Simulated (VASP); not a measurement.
A run of VASP 6.6.1:

The input INCAR:

```
SYSTEM = HgTe
PREC     = Accurate       ! precision mode
ENCUT    = 520            ! plane-wave cutoff, eV
EDIFF    = 1E-8           ! SCF threshold, eV
ISMEAR   = -1             ! smearing method
SIGMA    = 0.03           ! smearing width, eV
LREAL    = .False.        ! projectors in reciprocal space
LASPH    = .True.         ! aspherical terms in the spheres
NELM     = 100            ! most SCF steps
ALGO     = Normal         ! electronic algorithm
ISIF     = 2              ! what is computed and relaxed
LWAVE    = .False.        ! write WAVECAR
LCHARG   = .False.        ! write CHGCAR
GGA      = CA             ! functional
LEFG     = .True.       
NBANDS   = 16             ! bands
```

The input KPOINTS:

```
Automatic mesh
0
Gamma
  11 11 11
  0 0 0
```

File POSCAR:

```
HgTe
1.0
    0.0000000000      3.2235000000      3.2235000000
    3.2235000000      0.0000000000      3.2235000000
    3.2235000000      3.2235000000      0.0000000000
Hg Te
1 1
Direct
    0.0000000000      0.0000000000      0.0000000000
    0.7500000000      0.7500000000      0.7500000000
```

Potentials or basis: VASP PAW LDA potentials, release 64 (Hg, Te).

Command:

```sh
$ cat potpaw_LDA.64/Hg/POTCAR potpaw_LDA.64/Te/POTCAR > POTCAR
$ mpirun -np 1 vasp_std > vasp.out
```

Hardware: 1 thread of Intel Xeon 6975P-C, with other jobs on the host.

How long does it take, and how much memory?

Run time: 62 s on 1 thread of Intel Xeon 6975P-C (shared host), peak memory 0.21 GiB. Counts: scf iterations 15, k points 56.
